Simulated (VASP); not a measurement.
Crystal: CaO.

```
Ca O
1.0
     0.00000    2.39755    2.39755
     2.39755    0.00000    2.39755
     2.39755    2.39755    0.00000
Ca O
1 1
Cartesian
  0.0000 0.0000 0.0000
  2.3976 2.3976 2.3976
```

Base run:

| Quantity | Value |
| --- | --- |
| Program | VASP 6.6.1 |
| Functional | r2SCAN |
| Potentials or basis | VASP PAW PBE potentials, release 64 (Ca_sv, O) |
| Cutoff | 520 eV |
| k mesh | 8 × 8 × 8 |
| Occupations | gaussian, width 0.01 eV |
| Spin | no spin polarisation |

Its results: band gap on the k mesh 4.19 eV, indirect (least direct gap 4.56 eV); pressure 1.0 GPa.

Q: The run is repeated on the same cell with these changes: functional from r2SCAN to PBE; k mesh from 8 × 8 × 8 to 10 × 10 × 10. What comes out?

A: Band gap on the k mesh 3.63 eV, indirect (least direct gap 4.01 eV); pressure 3.1 GPa.

Several settings changed at once, so the effect can't be laid on one alone.

Caveats: the PAW data sets were made with another functional, which shifts forces and pressure a little (some runs).

A k mesh can miss the band edges.
